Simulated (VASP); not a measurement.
# KF (P6_3/mmc) in VASP: single point with PBE

Aim: the single point of KF with PBE.

Everything below comes from runs of VASP 6.6.1. Logs are shortened: lines on timing, memory, paths and dates and some standing lists are left out, and cuts for length are marked.

## 1. The cell of the first run

It takes space group P6_3/mmc (No. 194, hexagonal). The conventional cell has a = 4.485 Å, b = 4.485 Å, c = 5.272 Å, α = 90.00°, β = 90.00°, γ = 120.00°. K (site symmetry -6m2) has 5 F at 2.59 to 2.64 Å within 3.4 Å. F (site symmetry -6m2) has 5 K at 2.59 to 2.64 Å within 3.4 Å.

## 2. Single point, PBE

File INCAR:

```
SYSTEM = KF
PREC = Accurate
ENCUT = 520
EDIFF = 1E-6
ISMEAR = 0
SIGMA = 0.01
LREAL = .FALSE.
LASPH = .TRUE.
NELM = 100
ALGO = Normal
ISIF = 2
LWAVE = .FALSE.
LCHARG = .TRUE.
GGA = PE
LELF = .TRUE.
LVHAR = .TRUE.
NBANDS = 24
```

File KPOINTS:

```
Automatic mesh
0
G
  6 6 4
  0 0 0
```

File POSCAR:

```
KF
1.0
    4.4847157248      0.0000000000      0.0000000000
   -2.2423578624      3.8838777464      0.0000000000
    0.0000000000      0.0000000000      5.2716949957
K F
2 2
Direct
    0.3333333333      0.6666666667      0.2500000000
    0.6666666667      0.3333333333      0.7500000000
    0.6666666667      0.3333333333      0.2500000000
    0.3333333333      0.6666666667      0.7500000000
```

Potentials or basis: VASP PAW PBE potentials, release 64 (K_sv, F).

Command:

```bash
cat potpaw_PBE.64/K_sv/POTCAR potpaw_PBE.64/F/POTCAR > POTCAR
mpirun -np 1 vasp_std > vasp.out
```

OUTCAR:

```text
SYSTEM = KF
   PREC = Accurate
   ENCUT = 520
   EDIFF = 1E-6
   ISMEAR = 0
   LREAL = .FALSE.
   LASPH = .TRUE.
   NELM = 100
   ISIF = 2
   GGA = PE

 ion  position               nearest neighbor table
   1  0.333  0.667  0.250-   3 2.59   3 2.59   3 2.59   4 2.64   4 2.64   2 3.69   2 3.69   2 3.69
                             2 3.69   2 3.69   2 3.69
   2  0.667  0.333  0.750-   4 2.59   4 2.59   4 2.59   3 2.64   3 2.64   1 3.69   1 3.69   1 3.69
                             1 3.69   1 3.69   1 3.69
   3  0.667  0.333  0.250-   1 2.59   1 2.59   1 2.59   2 2.64   2 2.64
   4  0.333  0.667  0.750-   2 2.59   2 2.59   2 2.59   1 2.64   1 2.64

  LATTYP: Found a hexagonal cell.
 ALAT       =     4.4847157248
 C/A-ratio  =     1.1754803023

  Lattice vectors:

 A1 = (   4.4847157248,   0.0000000000,   0.0000000000)
 A2 = (  -2.2423578624,   3.8838777464,   0.0000000000)
 A3 = (   0.0000000000,   0.0000000000,   5.2716949957)

Analysis of symmetry for initial positions (statically):
=====================================================================
 Subroutine PRICEL returns:
 Original cell was already a primitive cell.

 Routine SETGRP: Setting up the symmetry group for a
 hexagonal supercell.

 Subroutine GETGRP returns: Found 24 space group operations
 (whereof 12 operations were pure point group operations)
 out of a pool of 24 trial point group operations.

The static configuration has the point symmetry D_3d.
 The point group associated with its full space group is D_6h.

Analysis of symmetry for dynamics (positions and initial velocities):
=====================================================================
 Subroutine PRICEL returns:
 Original cell was already a primitive cell.

 Routine SETGRP: Setting up the symmetry group for a
 hexagonal supercell.

 Subroutine GETGRP returns: Found 24 space group operations
 (whereof 12 operations were pure point group operations)
 out of a pool of 24 trial point group operations.

The dynamic configuration has the point symmetry D_3d.
 The point group associated with its full space group is D_6h.

 Subroutine INISYM returns: Found 24 space group operations
 (whereof 12 operations are pure point group operations),
 and found     1 'primitive' translations

----------------------------------------------------------------------------------------

                                     Primitive cell
[... 90 lines left out ...]
   NELM   =    100;   NELMIN=  2; NELMDL= -5     # of ELM steps
   EDIFF  = 0.1E-05   stopping-criterion for ELM
   LREAL  =      F    real-space projection
   EDIFFG = 0.1E-04   stopping-criterion for IOM
   NSW    =      0    number of steps for IOM
   IBRION =     -1    ionic relax: 0-MD 1-quasi-New 2-CG
   NFREE  =      0    steps in history (QN), initial steepest desc. (CG)
   ISIF   =      2    stress and relaxation
   ISYM   =      2    0-nonsym 1-usesym 2-fastsym
   POTIM  = 0.5000    time-step for ionic-motion
   TEBEG  =    0.0;   TEEND  =   0.0 temperature during run
   PSTRESS=    0.0 pullay stress
   NELECT =      32.0000    total number of electrons
   NUPDOWN=      -1.0000    fix difference up-down
   EMIN   =  10.00;   EMAX   =-10.00  energy-range for DOS
   EFERMI =   0.00;   METHOD = LEGACY
   ISMEAR =     0;   SIGMA  =   0.01  broadening in eV -4-tet -1-fermi 0-gaus
   EFERMI_NEDOS =   21; number of points for ismear=-14 and -15
   IALGO  =     38    algorithm
   IMIX   =      4    mixing-type and parameters
     AMIX     =   0.40;   BMIX     =  1.00
     AMIX_MAG =   1.60;   BMIX_MAG =  1.00
  volume/ion in A,a.u.               =      22.96       154.91
  Fermi-wavevector in a.u.,A,eV,Ry     =   1.152059  2.177075 18.058184  1.327239
  Thomas-Fermi vector in A             =   2.288712
   LORBIT       =      0    0 simple, 1 ext, 2 COOP (PROOUT), +10 PAW based schemes
   GGA     = PE    functional components
   LHFCALC =     F    Hartree Fock is set to
   AEXX    =    0.0000 exact exchange contribution
   IVDW    =     0    specifies the selected vdW correction
   LEPSILON=     F    determine dielectric tensor
   LRPA    =     F    only Hartree local field effects (RPA)
 non-spin polarized calculation
 Gauss-broadening in eV      SIGMA  =   0.01
  energy-cutoff  :      520.00
  volume of cell :       91.82
 maximum number of plane-waves:      2494
 NGX is ok and might be reduce to    36
   NGX = 17   NGY = 17   NGZ = 19

 number of electron      32.0000011 magnetization

 Free energy of the ion-electron system (eV)
  ---------------------------------------------------
  ext. energy  EPLUGINS =         0.00000000
  ---------------------------------------------------
  free energy    TOTEN  =       -16.43442462 eV

  energy without entropy =      -16.43442462  energy(sigma->0) =      -16.43442462

 E-fermi :  -3.2387     XC(G=0):  -7.4144

 val. band max:       -3.3265575895   @ k =   0.0000   0.0000   0.0000
 cond. band min:       2.0405734851   @ k =   0.0000   0.0000   0.0000
 fundamental gap:      5.3671310746
 Fermi energy:        -3.2386675965

 k-point     1 :       0.0000    0.0000    0.0000
  band No.  band energies     occupation
      1     -29.5178      2.00000
      2     -29.4038      2.00000
      3     -22.0155      2.00000
      4     -21.9927      2.00000
      5     -13.2903      2.00000
      6     -13.0709      2.00000
[... 556 lines left out ...]
     23       8.2110      0.00000
     24       8.2110      0.00000

------------------------ aborting loop because EDIFF is reached ----------------------------------------

  FORCE on cell =-STRESS in cart. coord.  units (eV):
  Direction    XX          YY          ZZ          XY          YZ          ZX
  --------------------------------------------------------------------------------------
  -------------------------------------------------------------------------------------
  Total        0.6388820      0.6388820      0.9032748      0.0000000      0.0000000      0.0000000
  in kB       11.1475771     11.1475771     15.7608538      0.0000000      0.0000000      0.0000000
  external PRESSURE =      12.6853360 kB  Pullay stress =       0.0000000 kB

 VOLUME and BASIS-vectors are now :
 -----------------------------------------------------------------------------
  energy-cutoff  :      520.00
  volume of cell :       91.82
      direct lattice vectors                 reciprocal lattice vectors
     4.484715725  0.000000000  0.000000000     0.222979574  0.128737317  0.000000000
    -2.242357862  3.883877746  0.000000000     0.000000000  0.257474634  0.000000000
     0.000000000  0.000000000  5.271694996     0.000000000  0.000000000  0.189692310

 POSITION                                       TOTAL-FORCE (eV/Angst)
 -----------------------------------------------------------------------------------
     -0.00000      2.58925      1.31792         0.000000     -0.000000      0.000000
      2.24236      1.29463      3.95377        -0.000000     -0.000000      0.000000
      2.24236      1.29463      1.31792        -0.000000      0.000000      0.000000
     -0.00000      2.58925      3.95377         0.000000      0.000000      0.000000
 -----------------------------------------------------------------------------------
    total drift:                                0.000000     -0.000000      0.000000

  FREE ENERGIE OF THE ION-ELECTRON SYSTEM (eV)
  ---------------------------------------------------
  free  energy   TOTEN  =       -16.4344246190 eV

  energy  without entropy=      -16.4344246190  energy(sigma->0) =      -16.43442462
```

OSZICAR:

```text
N       E                     dE             d eps       ncg     rms          rms(c)
DAV:   1     0.265708073966E+03    0.26571E+03   -0.16105E+04  1008   0.123E+03
DAV:   2    -0.106645303559E+01   -0.26677E+03   -0.25069E+03  1296   0.358E+02
DAV:   3    -0.181485456944E+02   -0.17082E+02   -0.16984E+02  1440   0.807E+01
DAV:   4    -0.194259778383E+02   -0.12774E+01   -0.12766E+01  1672   0.138E+01
DAV:   5    -0.194345620732E+02   -0.85842E-02   -0.85841E-02  1328   0.134E+00    0.942E+00
DAV:   6    -0.165162978419E+02    0.29183E+01   -0.10219E+01  1184   0.194E+01    0.539E+00
DAV:   7    -0.164412805154E+02    0.75017E-01   -0.48847E-01  1376   0.374E+00    0.350E+00
DAV:   8    -0.164235775590E+02    0.17703E-01   -0.18122E-01  1176   0.340E+00    0.614E-01
DAV:   9    -0.164273206614E+02   -0.37431E-02   -0.33603E-02  1224   0.984E-01    0.208E-01
DAV:  10    -0.164345128035E+02   -0.71921E-02   -0.78805E-03  1048   0.575E-01    0.136E-01
DAV:  11    -0.164344411056E+02    0.71698E-04   -0.31251E-04  1312   0.117E-01    0.815E-02
DAV:  12    -0.164344218783E+02    0.19227E-04   -0.51333E-04  1080   0.133E-01    0.161E-02
DAV:  13    -0.164344239992E+02   -0.21209E-05   -0.59227E-05  1544   0.367E-02    0.764E-03
DAV:  14    -0.164344246190E+02   -0.61976E-06   -0.15427E-06   960   0.935E-03
   1 F= -.16434425E+02 E0= -.16434425E+02  d E =-.111002E-37
```

Run time: 68 s. Hardware: 1 thread of Intel Xeon 8259CL, shared host; peak memory 0.23 GiB.

Results:

| Item | Value |
| --- | --- |
| Free energy | -16.4344 eV |
| Pressure | 1.3 GPa |
| Band gap on the k mesh | 5.37 eV |

A k mesh can miss the band edges.
